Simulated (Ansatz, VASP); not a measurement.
SiO2: VASP beside Ansatz

```
Si O
1.0
     4.26120    0.00000    0.00000
     0.00000    4.26120    0.00000
     0.00000    0.00000    2.71133
Si O
2 4
Direct
  0.00000 0.00000 0.00000
  0.50000 0.50000 0.50000
  0.80684 0.19316 0.50000
  0.30684 0.30684 0.00000
  0.19316 0.80684 0.50000
  0.69316 0.69316 0.00000
```

Change from the starting cell: volume scaled by 1.02.

Alike in both runs: task single point; functional PBEsol; k mesh 6 × 6 × 10; occupations fermi-dirac, width 0.05 eV; no spin polarisation.

|  | VASP | Ansatz |
| --- | --- | --- |
| version | VASP 6.6.1 | Ansatz 0.2.0 |
| potentials or method | VASP PAW PBE potentials, release 64 (Si, O), cutoff 520 eV | all-electron LAPW, scalar-relativistic |

|  | VASP | Ansatz | Ansatz less VASP |
| --- | --- | --- | --- |
| gap on the k mesh at the Fermi level (eV) | 4.65 | 4.66 | +0.010 |
| least direct gap on the mesh (eV) | 4.65 | 4.66 | +0.010 |
| pressure (GPa) | -11.6 | -12.1 | -0.54 |
| traceless stress, the component that is largest in VASP (GPa) | -0.82 | -1.39 | -0.567 |
| rms of the force components (eV/Å) | 0.065 | 0.083 | +0.0183 |

VASP's potentials were made for PBE, not for PBEsol. Atom by atom the forces differ by 0.018 eV/Å (rms over components). Ansatz ran all-electron here, and VASP with PAW potentials.
